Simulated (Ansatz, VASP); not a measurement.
MgTe: VASP beside Ansatz

The input POSCAR:

```
MgTe
1.0
    4.6391845400      0.0000000000      0.0000000000
   -2.3195922700      4.0176516700      0.0000000000
    0.0000000000      0.0000000000      7.5529499700
Mg Te
2 2
Direct
    0.3333333300      0.6666666700      0.0043523900
    0.6666666700      0.3333333300      0.5043523900
    0.3333333300      0.6666666700      0.3806476100
    0.6666666700      0.3333333300      0.8806476100
```

Contents of INCAR.step1:

```
ALGO = Normal ; EDIFF = 1E-5
EDIFFG = -0.01 ; ENCUT = 580
GGA = PE ; GGA_COMPAT = F
IBRION = 2 ; ISMEAR = -1
LASPH = T ; LCHARG = F
LREAL = F ; LWAVE = T
NELM = 120 ; NELMIN = 4
NSW = 100 ; PREC = Accurate
SIGMA = 0.02
```

File INCAR.step2:

```
ALGO = Normal ; EDIFF = 1E-7
EDIFFG = -0.01 ; ENCUT = 580
GGA_COMPAT = F ; IBRION = 2
ISIF = 2 ; ISMEAR = -1
ISTART = 1 ; LASPH = T
LCHARG = F ; LMIXTAU = T
LREAL = F ; LWAVE = F
METAGGA = R2SCAN ; NELM = 120
NELMIN = 4 ; NSW = 50
PREC = Accurate ; SIGMA = 0.02
```

Contents of KPOINTS:

```
k-points
0
Gamma
  6 6 4
```

Input for Ansatz:

```yaml
crystal:
  lattice:
    - [4.63918454, 0.0, 0.0]
    - [-2.31959227, 4.01765167, 0.0]
    - [0.0, 0.0, 7.55294997]
  atoms:
    - { symbol: Mg, position: [0.33333333, 0.66666667, 0.00435239] }
    - { symbol: Mg, position: [0.66666667, 0.33333333, 0.50435239] }
    - { symbol: Te, position: [0.33333333, 0.66666667, 0.38064761] }
    - { symbol: Te, position: [0.66666667, 0.33333333, 0.88064761] }
  symmetry: { tolerance: 0.0003 }
hamiltonian:
  xc: r2scan
  pseudopotentials: { kind: paw, azcp: { folder: soft_1 } }
basis:
  ecutwfc: 500
magnetization:
  spin_polarized: false
scf:
  occupations: { method: fermi_dirac, width: 0.02 }
kpoints:
  mp_grid: { grid: [6, 6, 4], shift: [0, 0, 0] }
  band_path:
    path:
      - [0.0, 0.0, 0.0]
      - [0.5, 0.0, 0.0]
      - [0.33333333, 0.33333333, 0.0]
      - [0.0, 0.0, 0.0]
      - [0.0, 0.0, 0.5]
      - [0.5, 0.0, 0.5]
      - [0.33333333, 0.33333333, 0.5]
      - [0.0, 0.0, 0.5]
      - [0.5, 0.0, 0.5]
      - [0.5, 0.0, 0.0]
      - [0.33333333, 0.33333333, 0.5]
    npoints: 7
output:
  forces: true
  stress: true
  eigenvalues: true
  write_potential: true
  elf: true
  volumetric_format: npy
  dos: { e_range: [-12, 8], de: 0.05 }
relax:
  max_steps: 30
```

Alike in both runs: task relaxation of the atoms; functional r2SCAN; k mesh 6 × 6 × 4; occupations fermi-dirac, width 0.02 eV; no spin polarisation.

```csv
,VASP,Ansatz
version,VASP 6.6.1,Ansatz 0.2.0
potentials or method,"VASP PAW PBE potentials, release 64 (Mg, Te), cutoff 580 eV",PAW plane waves
valence electrons in the cell,16,52
```

Ansatz gave:

* gap on the k mesh at the Fermi level, each at its own relaxed structure (eV): 2.97

**Question.** What did VASP give for the same quantities?

**Answer.** gap on the k mesh at the Fermi level, each at its own relaxed structure (eV): 2.95.

VASP's potentials were made for PBE, not for r2SCAN. VASP's potentials hold 16 valence electrons a cell and Ansatz's 52, so a difference there can come from the potentials and not from the codes. Ansatz's warnings: stress scf threshold loose.

Neither program's run includes spin-orbit coupling. Noted on VASP's run: the relaxation stopped at its first step, so nothing moved.
